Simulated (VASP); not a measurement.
Write the native input for VASP 6.6.1 that does the following.

- Task: relaxation of cell and atoms
- Functional: RPBE
- Dispersion: D4
- Potentials or basis: VASP PAW PBE potentials, release 64 (Pb_d, Te)
- Cutoff: 600 eV
- k mesh: 7 × 7 × 7
- Occupations: fermi-dirac, width 0.05 eV
- Spin: no spin polarisation
- Dipole correction: no
- Further INCAR settings: ALGO = Normal; EDIFF = 1e-06; IBRION = 2; EDIFFG = -0.01; NSW = 80; ISIF = 3

The structure of TePb lies in POSCAR:

```
TePb
1.0
    0.0000000000      3.2310000000      3.2310000000
    3.2310000000      0.0000000000      3.2310000000
    3.2310000000      3.2310000000      0.0000000000
Pb Te
1 1
Direct
    0.0000000000      0.0000000000      0.0000000000
    0.5000000000      0.5000000000      0.5000000000
```

These files were run (other wordings do the same):

INCAR

```
ALGO = Normal
EDIFF = 1E-6
EDIFFG = -0.01
ENCUT = 600
GGA = RP
IBRION = 2
ISIF = 3
ISMEAR = -1
IVDW = 13
LASPH = True
LCHARG = False
LREAL = False
LWAVE = False
NELM = 80
NSW = 80
PREC = Accurate
SIGMA = 0.05
```

KPOINTS

```
k-points
0
Gamma
  7 7 7
```

Potentials or basis: VASP PAW PBE potentials, release 64 (Pb_d, Te).

Command:

```console
$ cat potpaw_PBE.64/Pb_d/POTCAR potpaw_PBE.64/Te/POTCAR > POTCAR
$ mpirun -np 1 vasp_std > vasp.out
```

Results of the run:

The relaxed volume is 33.66 Å³/atom. The relaxed cell is a = 4.566 Å, b = 4.566 Å, c = 4.566 Å, α = 60.00°, β = 60.00°, γ = 60.00° and the space group after relaxing (to 0.05 Å) is Fm-3m (No. 225). The energy gained by relaxing is 0.0 meV/atom, the ionic steps are 2 and the pressure after relaxing is 0.0 GPa. The dispersion energy per atom is -0.769 eV.

Caveat: the PAW data sets were made with another functional, which shifts forces and pressure a little.

It took 48 s on 1 thread of Intel Xeon 6975P-C, with other jobs on the host, peak memory 0.25 GiB.
